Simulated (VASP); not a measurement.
# Ga in VASP: notebook

The runs below take Ga through single point, with PBEsol.

Everything below comes from runs of VASP 6.6.1. Logs are shortened: lines on timing, memory, paths and dates and some standing lists are left out, and cuts for length are marked.

## Step 1: The cell of the first run

The structure is orthorhombic, space group Cmce (No. 64). The conventional cell has a = 4.523 Å, b = 7.661 Å, c = 4.524 Å, α = 90.00°, β = 90.00°, γ = 90.00°. Within 3.3 Å of Ga (site symmetry m) lie 7 Ga at 2.48 to 2.79 Å.

## Step 2: Single point, PBEsol, non-collinear spin, zero start, spin-orbit coupling

The input, INCAR:

```
SYSTEM = Ga
PREC = Accurate
ENCUT = 520
EDIFF = 1E-6
ISMEAR = -1
SIGMA = 0.05
LREAL = .FALSE.
LASPH = .TRUE.
NELM = 150
ALGO = Normal
ISIF = 2
LWAVE = .FALSE.
LCHARG = .TRUE.
MAGMOM = 0 0 0 0 0 0 0 0 0 0 0 0
LORBIT = 11
LSORBIT = .TRUE.
GGA_COMPAT = .FALSE.
LORBMOM = .TRUE.
GGA = PS
LVHAR = .TRUE.
NBANDS = 66
KPAR = 4
```

The input, KPOINTS:

```
regular mesh
0
G
  7 7 6
  0 0 0
```

The input, POSCAR:

```
Ga
1.0
    2.2615000000     -3.8305000000      0.0000000000
    2.2615000000      3.8305000000      0.0000000000
    0.0000000000      0.0000000000      4.5240000000
Ga
4
Direct
    0.3451000000      0.6549000000      0.4190000000
    0.1549000000      0.8451000000      0.9190000000
    0.6549000000      0.3451000000      0.5810000000
    0.8451000000      0.1549000000      0.0810000000
```

Potentials or basis: VASP PAW PBE potentials, release 64 (Ga_d).

Launch:

```console
> cat potpaw_PBE.64/Ga_d/POTCAR > POTCAR
> mpirun -np 4 vasp_ncl > vasp.out
```

OUTCAR:

```text
SYSTEM = Ga
   PREC = Accurate
   ENCUT = 520
   EDIFF = 1E-6
   ISMEAR = -1
   LREAL = .FALSE.
   LASPH = .TRUE.
   NELM = 150
   ISIF = 2
   LORBIT = 11
   LSORBIT = .TRUE.
   GGA = PS

 ion  position               nearest neighbor table
   1  0.345  0.655  0.419-   3 2.48   2 2.69   2 2.69   4 2.73   4 2.73   3 2.79   3 2.79
   2  0.155  0.845  0.919-   4 2.48   1 2.69   1 2.69   3 2.73   3 2.73   4 2.79   4 2.79
   3  0.655  0.345  0.581-   1 2.48   4 2.69   4 2.69   2 2.73   2 2.73   1 2.79   1 2.79
   4  0.845  0.155  0.081-   2 2.48   3 2.69   3 2.69   1 2.73   1 2.73   2 2.79   2 2.79

  LATTYP: Found a base centered orthorhombic cell.
 ALAT       =     4.5230000000
 B/A-ratio  =     1.6937873093
 C/A-ratio  =     1.0002210922

  Lattice vectors:

 A1 = (   2.2615000000,  -3.8305000000,   0.0000000000)
 A2 = (   2.2615000000,   3.8305000000,   0.0000000000)
 A3 = (   0.0000000000,   0.0000000000,   4.5240000000)

Analysis of symmetry for initial positions (statically):
=====================================================================
 Subroutine PRICEL returns:
 Original cell was already a primitive cell.

 Routine SETGRP: Setting up the symmetry group for a
 base centered orthorhombic supercell.

 Subroutine GETGRP returns: Found  8 space group operations
 (whereof  4 operations were pure point group operations)
 out of a pool of  8 trial point group operations.

The static configuration has the point symmetry C_2h.
 The point group associated with its full space group is D_2h.

Analysis of symmetry for dynamics (positions and initial velocities):
=====================================================================
 Subroutine PRICEL returns:
 Original cell was already a primitive cell.

 Routine SETGRP: Setting up the symmetry group for a
 base centered orthorhombic supercell.

 Subroutine GETGRP returns: Found  8 space group operations
 (whereof  4 operations were pure point group operations)
 out of a pool of  8 trial point group operations.

The dynamic configuration has the point symmetry C_2h.
 The point group associated with its full space group is D_2h.

Analysis of structural, dynamic, and magnetic symmetry:
=====================================================================
 Subroutine PRICEL returns:
 Original cell was already a primitive cell.

 Routine SETGRP: Setting up the symmetry group for a
 base centered orthorhombic supercell.

 Subroutine GETGRP returns: Found  8 space group operations
 (whereof  4 operations were pure point group operations)
 out of a pool of  8 trial point group operations.

The overall configuration has the point symmetry C_2h.
[... 1802 lines left out ...]
    total drift:                               -0.000000     -0.000000      0.000000

  FREE ENERGIE OF THE ION-ELECTRON SYSTEM (eV)
  ---------------------------------------------------
  free  energy   TOTEN  =       -13.4098714765 eV

  energy  without entropy=      -13.4010600056  energy(sigma->0) =      -13.40546574

 orbital moment (x)

 # of ion     p       d       tot
 ----------------------------------------
  1        -0.000   0.000   0.000
  2         0.000  -0.000  -0.000
  3        -0.000   0.000   0.000
  4         0.000  -0.000  -0.000
 ----------------------------------------
           -0.000   0.000   0.000

 orbital moment (y)

 # of ion     p       d       tot
 ----------------------------------------
  1         0.000  -0.000  -0.000
  2         0.000  -0.000  -0.000
  3         0.000  -0.000  -0.000
  4         0.000  -0.000  -0.000
 ----------------------------------------
            0.000  -0.000  -0.000

 orbital moment (z)

 # of ion     p       d       tot
 ----------------------------------------
  1         0.000   0.000   0.000
  2         0.000   0.000   0.000
  3         0.000   0.000   0.000
  4         0.000   0.000   0.000
 ----------------------------------------
            0.000   0.000   0.000

 Spin-Orbit-Coupling matrix elements

 Ion:    1  E_soc:     -0.0119396
 l=   1
     0.0000000    -0.0011267    -0.0011756
    -0.0011267     0.0000000    -0.0011370
    -0.0011756    -0.0011370     0.0000000
 l=   2
     0.0000000    -0.0001696     0.0000000    -0.0001693    -0.0006767
    -0.0001696     0.0000000    -0.0005108    -0.0001678    -0.0001709
     0.0000000    -0.0005108     0.0000000    -0.0005004     0.0000000
    -0.0001693    -0.0001678    -0.0005004     0.0000000    -0.0001651
    -0.0006767    -0.0001709     0.0000000    -0.0001651     0.0000000
 l=   3
     0.0000000     0.0000000     0.0000000     0.0000000     0.0000000     0.0000000     0.0000000
     0.0000000     0.0000000     0.0000000     0.0000000     0.0000000     0.0000000     0.0000000
     0.0000000     0.0000000     0.0000000     0.0000000     0.0000000     0.0000000     0.0000000
     0.0000000     0.0000000     0.0000000     0.0000000     0.0000000     0.0000000     0.0000000
[... 49 lines left out ...]
 l=   2
     0.0000000    -0.0001696     0.0000000    -0.0001693    -0.0006767
    -0.0001696     0.0000000    -0.0005108    -0.0001678    -0.0001709
     0.0000000    -0.0005108     0.0000000    -0.0005004     0.0000000
    -0.0001693    -0.0001678    -0.0005004     0.0000000    -0.0001651
    -0.0006767    -0.0001709     0.0000000    -0.0001651     0.0000000
 l=   3
     0.0000000     0.0000000     0.0000000     0.0000000     0.0000000     0.0000000     0.0000000
     0.0000000     0.0000000     0.0000000     0.0000000     0.0000000     0.0000000     0.0000000
     0.0000000     0.0000000     0.0000000     0.0000000     0.0000000     0.0000000     0.0000000
     0.0000000     0.0000000     0.0000000     0.0000000     0.0000000     0.0000000     0.0000000
     0.0000000     0.0000000     0.0000000     0.0000000     0.0000000     0.0000000     0.0000000
     0.0000000     0.0000000     0.0000000     0.0000000     0.0000000     0.0000000     0.0000000
     0.0000000     0.0000000     0.0000000     0.0000000     0.0000000     0.0000000     0.0000000

 total charge

# of ion       s       p       d       tot
------------------------------------------
    1        0.955   0.710   9.957  11.622
    2        0.955   0.710   9.957  11.622
    3        0.955   0.710   9.957  11.622
    4        0.955   0.710   9.957  11.622
--------------------------------------------------
tot          3.822   2.840  39.827  46.488

 magnetization (x)

# of ion       s       p       d       tot
------------------------------------------
    1       -0.000  -0.000  -0.000  -0.000
    2        0.000   0.000   0.000   0.000
    3       -0.000  -0.000  -0.000  -0.000
    4        0.000   0.000   0.000   0.000
--------------------------------------------------
tot          0.000   0.000   0.000   0.000

 magnetization (y)

# of ion       s       p       d       tot
------------------------------------------
    1        0.000   0.000   0.000   0.000
    2        0.000   0.000   0.000   0.000
    3        0.000   0.000   0.000   0.000
    4        0.000   0.000   0.000   0.000
--------------------------------------------------
tot          0.000   0.000   0.000   0.000

 magnetization (z)

# of ion       s       p       d       tot
------------------------------------------
    1        0.000   0.000   0.000   0.000
    2        0.000   0.000   0.000   0.000
    3        0.000   0.000   0.000   0.000
    4        0.000   0.000   0.000   0.000
--------------------------------------------------
tot          0.000   0.000   0.000   0.000
```

OSZICAR:

```text
N       E                     dE             d eps       ncg     rms          rms(c)
DAV:   1     0.485387196688E+03    0.48539E+03   -0.23440E+04  8794   0.299E+03
DAV:   2     0.708806524752E+02   -0.41451E+03   -0.40134E+03  8448   0.700E+02
DAV:   3    -0.840877357303E+01   -0.79289E+02   -0.76811E+02  9658   0.209E+02
DAV:   4    -0.134292173614E+02   -0.50204E+01   -0.49124E+01  9640   0.540E+01
DAV:   5    -0.135982434226E+02   -0.16903E+00   -0.16854E+00 10200   0.110E+01    0.270E+00
DAV:   6    -0.134443265720E+02    0.15392E+00   -0.40688E-01 10458   0.834E+00    0.139E+00
DAV:   7    -0.134124657133E+02    0.31861E-01   -0.79930E-02 10660   0.272E+00    0.369E-01
DAV:   8    -0.134097285273E+02    0.27372E-02   -0.20403E-02  9232   0.157E+00    0.550E-02
DAV:   9    -0.134098619718E+02   -0.13344E-03   -0.20000E-03  9556   0.504E-01    0.392E-02
DAV:  10    -0.134098672001E+02   -0.52284E-05   -0.36857E-04  9418   0.201E-01    0.133E-02
DAV:  11    -0.134098715236E+02   -0.43234E-05   -0.50898E-05 12848   0.571E-02    0.494E-03
DAV:  12    -0.134098714765E+02    0.47081E-07   -0.43595E-06  8130   0.205E-02
   1 F= -.13409871E+02 E0= -.13405466E+02  d E =-.881147E-02  mag=     0.0000     0.0000    -0.0000
```

stdout:

```text
POSCAR found type information on POSCAR Ga
 POSCAR found :  1 types and       4 ions
 scaLAPACK will be used
 -----------------------------------------------------------------------------
|                                                                             |
|                                                                             |
|     You enforced a specific xc type in the INCAR file but a different       |
|     I HOPE YOU KNOW WHAT YOU ARE DOING!                                     |
|                                                                             |
 -----------------------------------------------------------------------------

 LDA part: xc-table for (Slater+PW92), standard interpolation
 POSCAR, INCAR and KPOINTS ok, starting setup
 FFT: planning ... GRIDC
 FFT: planning ... GRID_SOFT
 FFT: planning ... GRID
 WAVECAR not read
 entering main loop
```

Wall time 3.1 min (4 MPI ranks of AMD EPYC 7R43 (Zen 3), shared host); peak memory 0.64 GiB.

What came out:

- Free energy: -13.4099 eV
- Pressure: -1.4 GPa
- Largest force: 0.119 eV/Å
- Net moment: 0.00 μB per cell
- Valence electrons inside the program's atomic spheres: Ga 11.62

Forces in eV/Å, atoms in the order of the input:
```
Ga   0.000  0.111 -0.043
Ga   0.000 -0.111 -0.043
Ga   0.000 -0.111  0.043
Ga   0.000  0.111  0.043
```

Moments on the atoms (μB; x, y, z):
```
Ga  0.00 0.00 0.00
Ga  0.00 0.00 0.00
Ga  0.00 0.00 0.00
Ga  0.00 0.00 0.00
```

Caveat: the PAW data sets were made with another functional, which shifts forces and pressure a little.

## Step 3: Single point, PBEsol

The input, INCAR:

```
SYSTEM = Ga
PREC = Accurate
ENCUT = 520
EDIFF = 1E-7
ISMEAR = -1
SIGMA = 0.05
LREAL = .False.
LASPH = .True.
NELM = 100
ALGO = Fast
ISIF = 2
LWAVE = .False.
LCHARG = .False.
GGA = PS
NBANDS = 34
```

The input, KPOINTS:

```
regular mesh
0
Gamma
  11 11 10
  0 0 0
```

The input, POSCAR:

```
Ga
1.0
    2.2615000000     -3.8305000000      0.0000000000
    2.2615000000      3.8305000000      0.0000000000
    0.0000000000      0.0000000000      4.5240000000
Ga
4
Direct
    0.3575740000      0.6498150000      0.4138550000
    0.1433230000      0.8385800000      0.9163590000
    0.6559530000      0.3461020000      0.5984340000
    0.8513050000      0.1627760000      0.0864020000
```

Potentials or basis: VASP PAW PBE potentials, release 64 (Ga_d).

Launch:

```console
> cat potpaw_PBE.64/Ga_d/POTCAR > POTCAR
> mpirun -np 1 vasp_std > vasp.out
```

Wall time 43 min (1 thread of Oxide Virtual Turin-like, shared host); peak memory 1.1 GiB.

Results (log left out):

```yaml
Free_energy: -13.3715 eV
Pressure: -1.4 GPa
Largest_force: 0.483 eV/Å
Band_gap_on_the_k_mesh: zero (bands 26 and 27 overlap by 1.47 eV)
```

Forces on the atoms (eV/Å):
```
Ga   0.090  0.474 -0.026
Ga   0.180 -0.265  0.010
Ga  -0.160 -0.365 -0.157
Ga  -0.110  0.155  0.173
```

Stress tensor (GPa, compression positive):
```
-1.63  0.00  0.22
 0.00 -0.82 -0.57
 0.22 -0.57 -1.82
```

Levels at points of the mesh, in eV from the Fermi level:
| k point | band 22 | band 23 | band 24 | band 25 | band 26 | band 27 | band 28 | band 29 | band 30 | band 31 |
| --- | --- | --- | --- | --- | --- | --- | --- | --- | --- | --- |
| (0.00, 0.00, 0.00) | -4.23 | -3.74 | -1.66 | -1.58 | -0.79 | 0.85 | 0.91 | 1.11 | 5.25 | 5.68 |
| (0.00, 0.00, 0.50) | -9.07 | -0.21 | -0.12 | -0.03 | 0.02 | 0.15 | 0.20 | 2.03 | 2.14 | 3.81 |

Caveat: the PAW data sets were made with another functional, which shifts forces and pressure a little.
